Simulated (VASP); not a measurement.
Here is a VASP 6.6.1 calculation.

File POSCAR:

```
PbS
1.0
    0.0000000000      2.9657500000      2.9657500000
    2.9657500000      0.0000000000      2.9657500000
    2.9657500000      2.9657500000      0.0000000000
Pb S
1 1
Direct
    0.0000000000      0.0000000000      0.0000000000
    0.5000000000      0.5000000000      0.5000000000
```

File INCAR.step1:

```
SYSTEM = PbS
ALGO = Normal
EDIFF = 1E-5
ENCUT = 520
GGA = PE
ISIF = 2
ISMEAR = -1
LASPH = .TRUE.
LCHARG = .FALSE.
LREAL = .FALSE.
LWAVE = .TRUE.
NBANDS = 17
NELM = 100
PREC = Accurate
SIGMA = 0.05
```

Contents of INCAR.step2:

```
SYSTEM = PbS
AEXX = 0.1
ALGO = Normal
EDIFF = 1E-6
ENCUT = 520
GGA = PE
HFSCREEN = 0.2
ISIF = 2
ISMEAR = -1
ISTART = 1
LASPH = .TRUE.
LCHARG = .FALSE.
LHFCALC = .TRUE.
LREAL = .FALSE.
LWAVE = .FALSE.
NBANDS = 17
NELM = 100
PREC = Accurate
PRECFOCK = Normal
SIGMA = 0.05
```

KPOINTS

```
k-points
0
G
  4 4 4
  0 0 0
```

Potentials or basis: VASP PAW PBE potentials, release 64 (Pb_d, S).

Launch:

```bash
$ cat potpaw_PBE.64/Pb_d/POTCAR potpaw_PBE.64/S/POTCAR > POTCAR
$ cp INCAR.step1 INCAR
$ mpirun -np 1 vasp_std > vasp.out
$ cp INCAR.step2 INCAR
$ mpirun -np 1 vasp_std > vasp.out
```

**Question.** Predict the band gap on the k mesh.

**Answer.** 0.54 eV, direct.

**Question.** Estimate the pressure.

**Answer.** 1.7 GPa.

Caveat: the k points lie up to 0.46 Å⁻¹ apart; the PAW data sets were made with another functional, which shifts forces and pressure a little; spin-orbit coupling is left out, which moves the levels of the heavy elements. A k mesh can miss the band edges.
